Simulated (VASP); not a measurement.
The system is TaHPd.

```xyz
6
Lattice="3.0631 0.0000 0.0000 0.0000 3.0631 0.0000 0.0000 0.0000 7.7546" Properties=species:S:1:pos:R:3 pbc="T T T"
Pd    0.0000    1.5315    6.9791
Pd    1.5315    0.0000    0.7755
Ta    0.0000    1.5315    2.5978
Ta    1.5315    0.0000    5.1568
H     0.0000    1.5315    4.7846
H     1.5315    0.0000    2.9700
```

Base run:

- Program: VASP 6.6.1
- Functional: RPBE
- Potentials or basis: VASP PAW PBE potentials, release 64 (Pd, Ta_pv, H)
- Cutoff: 520 eV
- k mesh: 6 × 6 × 3
- Occupations: fermi-dirac, width 0.1 eV
- Spin: no spin polarisation

Its results: band gap on the k mesh zero (band 22 reaches 8.89 eV, above the bottom of band 23 at 7.52 eV); pressure -2.8 GPa; largest force 1.426 eV/Å.

The run is repeated on the same cell with these changes: functional from RPBE to r2SCAN. What comes out?

Band gap on the k mesh zero (band 22 reaches 8.67 eV, above the bottom of band 23 at 7.34 eV); pressure -9.9 GPa; largest force 1.372 eV/Å.

Caveats: the PAW data sets were made with another functional, which shifts forces and pressure a little; spin-orbit coupling is left out, which moves the levels of the heavy elements.
